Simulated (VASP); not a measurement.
Runs of VASP 6.6.1 on TiB2. The structure is that of space group P6/mmm (No. 191), or close to it. The cells are those of the table. 

| cell | gap on the mesh (eV) | pressure (GPa) |
| --- | --- | --- |
| a = 3.089, b = 3.089, c = 3.292 Å, angles 90.0, 90.0, 120.0°, 3 atoms | none | (b) |
| a = 3.049, b = 3.049, c = 3.250 Å, angles 90.0, 90.0, 120.0°, 3 atoms | none | -15.2 |
| a = 2.967, b = 2.967, c = 3.162 Å, angles 90.0, 90.0, 120.0°, 3 atoms | none | 5.9 |
| a = 2.988, b = 2.988, c = 3.185 Å, angles 90.0, 90.0, 120.0°, 3 atoms | none | -0.1 |
| a = 3.009, b = 3.009, c = 3.207 Å, angles 90.0, 90.0, 120.0°, 3 atoms | none | (a) |

Alike in all rows: task single point; level LDA; potentials or basis VASP PAW LDA potentials, release 64 (Ti_sv, B); no spin polarisation; k mesh 11 × 11 × 9; cutoff (eV) 520; smearing fermi-dirac 0.1 eV.

Problem. Estimate the missing entries.

Solution. (a) -5.7; (b) -23.0.

A gap of «none» marks levels without a gap at the run's occupations.
